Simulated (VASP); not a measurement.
Here is a VASP 6.6.1 calculation.

POSCAR

```
Al2O3
1.0
    2.3802500000      1.3742379800      4.3318666700
   -2.3802500000      1.3742379800      4.3318666700
    0.0000000000     -2.7484759600      4.3318666700
Al O
4 6
Direct
    0.3521600000      0.3521600000      0.3521600000
    0.1478400000      0.1478400000      0.1478400000
    0.6478400000      0.6478400000      0.6478400000
    0.8521600000      0.8521600000      0.8521600000
    0.5566800000      0.9433200000      0.2500000000
    0.2500000000      0.5566800000      0.9433200000
    0.9433200000      0.2500000000      0.5566800000
    0.4433200000      0.0566800000      0.7500000000
    0.7500000000      0.4433200000      0.0566800000
    0.0566800000      0.7500000000      0.4433200000
```

File INCAR.step1:

```
SYSTEM = Al2O3
PREC     = Accurate       ! precision mode
ENCUT    = 600            ! plane-wave cutoff, eV
ISMEAR   = -1             ! smearing method
SIGMA    = 0.02           ! smearing width, eV
LREAL    = .FALSE.        ! projectors in reciprocal space
LASPH    = .TRUE.         ! aspherical terms in the spheres
NELM     = 60             ! most SCF steps
GGA      = PE             ! functional
ALGO     = Normal         ! electronic algorithm
EDIFF    = 1E-4           ! SCF threshold, eV
LWAVE    = .TRUE.         ! write WAVECAR
LCHARG   = .FALSE.        ! write CHGCAR
```

INCAR.step2

```
SYSTEM = Al2O3
PREC     = Accurate       ! precision mode
ENCUT    = 600            ! plane-wave cutoff, eV
EDIFF    = 1E-6           ! SCF threshold, eV
ISMEAR   = -1             ! smearing method
SIGMA    = 0.02           ! smearing width, eV
LREAL    = .FALSE.        ! projectors in reciprocal space
LASPH    = .TRUE.         ! aspherical terms in the spheres
NELM     = 60             ! most SCF steps
ALGO     = Normal         ! electronic algorithm
ISIF     = 3              ! what is computed and relaxed
LWAVE    = .FALSE.        ! write WAVECAR
LCHARG   = .FALSE.        ! write CHGCAR
METAGGA  = R2SCAN         ! meta-GGA
LMIXTAU  = .TRUE.       
IBRION   = 2              ! ionic algorithm
NSW      = 80             ! ionic steps
EDIFFG   = -0.01          ! ionic threshold
ISTART   = 1
```

File KPOINTS:

```
Automatic mesh
0
G
  6 6 6
  0 0 0
```

Potentials or basis: VASP PAW PBE potentials, release 64 (Al, O).

Launch:

```sh
$ cat potpaw_PBE.64/Al/POTCAR potpaw_PBE.64/O/POTCAR > POTCAR
$ cp INCAR.step1 INCAR
$ mpirun -np 1 vasp_std > vasp.out
$ cp INCAR.step2 INCAR
$ mpirun -np 1 vasp_std > vasp.out
```

Predict the band gap on the k mesh.

7.20 eV.

Predict the relaxed volume.

8.47 Å³/atom.

Predict the relaxed cell.

a = 5.123 Å, b = 5.123 Å, c = 5.123 Å, α = 55.30°, β = 55.30°, γ = 55.30°.

Stress tensor (GPa, compression positive):
```
-0.09  0.00  0.00
 0.00 -0.09  0.00
 0.00  0.00  0.06
```

Caveat: the PAW data sets were made with another functional, which shifts forces and pressure a little. r2SCAN opens gaps a little over a GGA but as a rule still falls short of measured ones.
